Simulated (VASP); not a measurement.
Wanted: the native input for a VASP 6.6.1 run.

* Task: relaxation of cell and atoms
* Functional: PBE
* Potentials or basis: VASP PAW PBE potentials, release 64 (Al, Ni)
* Cutoff: 600 eV
* k mesh: 14 × 14 × 14
* Occupations: gaussian, width 0.1 eV
* Spin: no spin polarisation
* Target pressure: 25 GPa
* Dipole correction: no
* Further INCAR settings: ALGO = Normal; EDIFF = 1e-06; IBRION = 2; EDIFFG = -0.008; NSW = 70; ISIF = 3

The structure of AlNi lies in POSCAR:

```
AlNi
1.0
    2.7753198504      0.0000000000      0.0000000000
    0.0000000000      2.7753198504      0.0000000000
    0.0000000000      0.0000000000      2.7753198504
Al Ni
1 1
Direct
    0.5000000000      0.5000000000      0.5000000000
    0.0000000000      0.0000000000      0.0000000000
```

One way to write it, as run:

INCAR

```
ALGO = Normal
EDIFF = 1E-6
EDIFFG = -0.008
ENCUT = 600
GGA = PE
IBRION = 2
ISIF = 3
ISMEAR = 0
LASPH = T
LCHARG = F
LREAL = F
LWAVE = F
NELM = 80
NSW = 70
PREC = Accurate
PSTRESS = 250.0
SIGMA = 0.1
```

KPOINTS

```
k-points
0
Gamma
  14 14 14
```

Potentials or basis: VASP PAW PBE potentials, release 64 (Al, Ni).

Command:

```console
$ cat potpaw_PBE.64/Al/POTCAR potpaw_PBE.64/Ni/POTCAR > POTCAR
$ mpirun -np 1 vasp_std > vasp.out
```

Results of the run:

```json
{"Relaxed volume": "10.73 Å³/atom", "Relaxed cell": "a = 2.779 Å, b = 2.779 Å, c = 2.779 Å, α = 90.00°, β = 90.00°, γ = 90.00°", "Space group after relaxing (to 0.1 Å)": "Pm-3m (No. 221)", "Energy change on relaxing (the run minimises the enthalpy)": "-6.0 meV/atom", "Ionic steps": "3", "Pressure after relaxing": "25.0 GPa", "Band gap on the k mesh": "zero (an odd number of electrons rules out a gap without spin polarisation)"}
```

Caveat: the cell is relaxed towards a set pressure, so the run minimises the enthalpy, not the energy.

Run time: 66 s on 1 thread of Intel Xeon 8259CL, with other jobs on the host, peak memory 0.17 GiB.
